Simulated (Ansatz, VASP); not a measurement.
**Two plane-wave programs on MoS2**

The input POSCAR:

```
MoS2
1.0
    3.1842713585      0.0000000000      0.0000000000
   -1.5921356792      2.7576598890      0.0620473475
    0.0000000000      0.6394233162     28.4188140530
Mo S
3 6
Direct
    0.6666666667      0.3333333333      0.0000000000
    0.3333333333      0.6666666667      0.7714360451
    0.3333333333      0.6666666667      0.2285639549
    0.3333333333      0.6666666667      0.0546374042
    0.6666666667      0.3333333333      0.8260779181
    0.6666666667      0.3333333333      0.2831796040
    0.3333333333      0.6666666667      0.9453625958
    0.6666666667      0.3333333333      0.7168203960
    0.6666666667      0.3333333333      0.1739220819
```

File INCAR.step1:

```
PREC = Accurate
ENCUT = 520
ISMEAR = 0
SIGMA = 0.05
LREAL = F
LASPH = T
NELM = 80
NBANDS = 49
GGA = PE
ALGO = Normal
EDIFF = 1E-4
LWAVE = T
LCHARG = F
```

INCAR.step2

```
PREC = Accurate
ENCUT = 520
EDIFF = 1E-6
ISMEAR = 0
SIGMA = 0.05
LREAL = F
LASPH = T
NELM = 80
ALGO = Normal
ISIF = 2
LWAVE = F
LCHARG = F
METAGGA = R2SCAN
LMIXTAU = T
NBANDS = 49
ISTART = 1
```

The input KPOINTS:

```
regular mesh
0
Gamma
  12 12 1
```

Input for Ansatz:

```yaml
crystal:
  lattice:
    - [3.1842713585, 0.0, 0.0]
    - [-1.5921356792, 2.757659889, 0.0620473475]
    - [0.0, 0.6394233162, 28.418814053]
  atoms:
    - { symbol: Mo, position: [0.6666666667, 0.3333333333, 0.0] }
    - { symbol: Mo, position: [0.3333333333, 0.6666666667, 0.7714360451] }
    - { symbol: Mo, position: [0.3333333333, 0.6666666667, 0.2285639549] }
    - { symbol: S, position: [0.3333333333, 0.6666666667, 0.0546374042] }
    - { symbol: S, position: [0.6666666667, 0.3333333333, 0.8260779181] }
    - { symbol: S, position: [0.6666666667, 0.3333333333, 0.283179604] }
    - { symbol: S, position: [0.3333333333, 0.6666666667, 0.9453625958] }
    - { symbol: S, position: [0.6666666667, 0.3333333333, 0.716820396] }
    - { symbol: S, position: [0.6666666667, 0.3333333333, 0.1739220819] }
basis:
  ecutwfc: 500
kpoints:
  mp_grid: { grid: [12, 12, 1] }
hamiltonian:
  xc: r2scan
scf:
  occupations: { method: gaussian, width: 0.05 }
output:
  forces: true
  stress: true
  eigenvalues: true
```

Change from the starting cell: strain +0.0450 x Voigt [0, 0, 0, 1, 0, 0], atoms carried along.

Alike in both runs: task single point; functional r2SCAN; k mesh 12 × 12 × 1; occupations gaussian, width 0.05 eV; no spin polarisation.

|  | VASP | Ansatz |
| --- | --- | --- |
| version | VASP 6.6.1 | Ansatz 0.2.0 |
| potentials or method | VASP PAW PBE potentials, release 64 (Mo_sv, S), cutoff 520 eV | scalar-relativistic, plane waves, PAW |
| valence electrons in the cell | 78 | 78 |

VASP gave:

```
gap on the k mesh at the Fermi level (eV) : 1.26
least direct gap on the mesh (eV)         : 1.73
rms of the force components (eV/Å)        : 0.312
```

Q: Estimate Ansatz's values.

A: gap on the k mesh at the Fermi level (eV): 1.24; least direct gap on the mesh (eV): 1.72; rms of the force components (eV/Å): 0.312.

VASP's potentials were made for PBE, not for r2SCAN. Atom by atom the forces differ by 0.002 eV/Å (rms over components). The functional is the same, so the differences come from potentials, cutoffs and numerics.
